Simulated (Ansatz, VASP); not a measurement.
InSe in VASP and in Ansatz

INCAR

```
  ALGO = Normal
  DIPOL = 0.5 0.5 0.500
  EDIFF = 1E-6
  ENCUT = 520
  GGA = PE
  IDIPOL = 3
  ISIF = 2
  ISMEAR = 0
  IVDW = 12
  LASPH = T
  LCHARG = F
  LDIPOL = T
  LREAL = F
  LWAVE = F
  NBANDS = 27
  NELM = 60
  PREC = Accurate
  SIGMA = 0.02
```

The input KPOINTS:

```
k-points
0
Gamma
  9 9 1
```

The input POSCAR:

```
InSe
1.0
    3.8250000000      0.0000000000      0.0000000000
   -1.9125000000      3.3125471695      0.0000000000
    0.0000000000      0.0000000000     36.7211901288
Se In
2 2
Direct
    0.0000000000      0.0000000000      0.4250702551
    0.0000000000      0.0000000000      0.5749020002
    0.6666666667      0.3333333333      0.4611131992
    0.6666666667      0.3333333333      0.5388591109
```

Input for Ansatz:

```yaml
crystal:
  lattice:
    - [3.825, 0.0, 0.0]
    - [-1.9125, 3.3125471695, 0.0]
    - [0.0, 0.0, 36.7211901288]
  atoms:
    - { symbol: Se, position: [0.0, 0.0, 0.4250702551] }
    - { symbol: In, position: [0.6666666667, 0.3333333333, 0.4611131992] }
    - { symbol: In, position: [0.6666666667, 0.3333333333, 0.5388591109] }
    - { symbol: Se, position: [0.0, 0.0, 0.5749020002] }
  periodic: [true, true, false]
basis:
  ecutwfc: 420
kpoints:
  mp_grid: { grid: [9, 9, 1] }
hamiltonian:
  xc: pbe
  dispersion: d3bj
scf:
  occupations: { method: gaussian, width: 0.02 }
output:
  forces: true
  stress: true
  eigenvalues: true
```

Alike in both runs: task single point; functional PBE; dispersion D3(BJ); k mesh 9 × 9 × 1; occupations gaussian, width 0.02 eV; no spin polarisation.

|  | VASP | Ansatz |
| --- | --- | --- |
| version | VASP 6.6.1 | Ansatz 0.2.0 |
| potentials or method | VASP PAW PBE potentials, release 64 (Se, In_d), cutoff 520 eV | scalar-relativistic, plane waves, PAW |
| valence electrons in the cell | 38 | 58 |

```csv
,VASP,Ansatz,Ansatz less VASP
gap on the k mesh at the Fermi level (eV),2.19,2.19,+0.006
least direct gap on the mesh (eV),2.19,2.19,+0.006
rms of the force components (eV/Å),0.500,0.490,-0.0099
```

VASP's potentials hold 38 valence electrons a cell and Ansatz's 58, so a difference there can come from the potentials and not from the codes. Ansatz's warnings: structure snapped to symmetry.
